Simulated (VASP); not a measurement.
KI, 2 atoms in the cell. The structure is trigonal, space group R-3m (No. 166). Conventional cell: a = 5.009 Å, b = 5.009 Å, c = 12.087 Å, α = 90.00°, β = 90.00°, γ = 120.00°. Within 4.6 Å of K (site symmetry -3m) lie 6 I at 3.52 Å. Within 4.6 Å of I (site symmetry -3m) lie 6 K at 3.52 Å.  This cell differs from its parent crystal: equal xy, yz and zx shear strains of -1 %.

```yaml
Program: VASP 6.6.1
Task: electric field gradients
Functional: PBEsol
Potentials_or_basis: VASP PAW PBE potentials, release 64 (K_sv, I)
Cutoff: 520 eV
k_mesh: 8 × 8 × 8
Occupations: fermi-dirac, width 0.01 eV
Spin: no spin polarisation
Dipole_correction: no
Further_INCAR_settings: ALGO = Normal; EDIFF = 1e-08; NBANDS = 15
```

Potentials or basis: VASP PAW PBE potentials, release 64 (K_sv, I).

Launch:

```sh
$ cat potpaw_PBE.64/K_sv/POTCAR potpaw_PBE.64/I/POTCAR > POTCAR
$ mpirun -np 1 vasp_std > vasp.out
```

Hardware: 1 thread of Intel(R) Xeon(R) Platinum 8259CL CPU @ 2.50GHz (Skylake/Cascade Lake), on a shared host.

Task: Estimate the wall time of this run.

Result: Run time: 120 s on 1 thread of Intel(R) Xeon(R) Platinum 8259CL CPU @ 2.50GHz (Skylake/Cascade Lake), with other jobs on the host, peak memory 0.28 GiB. Counts: scf iterations 17, k points 65.
